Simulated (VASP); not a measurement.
## P: single point with PBEsol

Crystal: P.

```
P
1.0
     0.00000    2.61996    2.61996
     2.61996    0.00000    2.61996
     2.61996    2.61996    0.00000
P
2
Cartesian
  -0.6550 -0.6550 -0.6550
  0.6550 0.6550 0.6550
```

This isn't the form of P at room conditions, which is orthorhombic.

* Program: VASP 6.6.1
* Task: single point
* Functional: PBEsol
* Potentials or basis: VASP PAW PBE potentials, release 64 (P)
* Cutoff: 520 eV
* k mesh: 12 × 12 × 12
* Occupations: fermi-dirac, width 0.08 eV
* Spin: no spin polarisation
* Dipole correction: no
* Further INCAR settings: ALGO = Normal; EDIFF = 1e-06; NBANDS = 12

```json
{
 "Pressure": "4.9 GPa",
 "Band gap on the k mesh": "zero (bands 5 and 6 overlap by 3.50 eV)"
}
```

Levels at points of the mesh, in eV from the Fermi level:
```csv
k point,band 1,band 2,band 3,band 4,band 5,band 6,band 7,band 8,band 9,band 10
"(0.00, 0.00, 0.00)",-16.27,-3.51,-3.51,-3.51,-2.34,-0.20,-0.20,-0.20,6.01,6.52
"(0.50, 0.00, 0.00)",-14.09,-10.76,-4.67,-4.67,-2.29,1.04,1.04,6.02,8.63,9.24
"(0.50, 0.50, 0.00)",-12.20,-12.20,-6.16,-6.16,-1.68,-1.68,6.55,6.55,9.49,9.49
```

Wall time 30 s on 1 thread of Intel(R) Xeon(R) Platinum 8375C CPU @ 2.90GHz (Ice Lake), on a shared host, peak memory 0.15 GiB.

Caveat: the cell stands under pressure; the PAW data sets were made with another functional, which shifts forces and pressure a little.
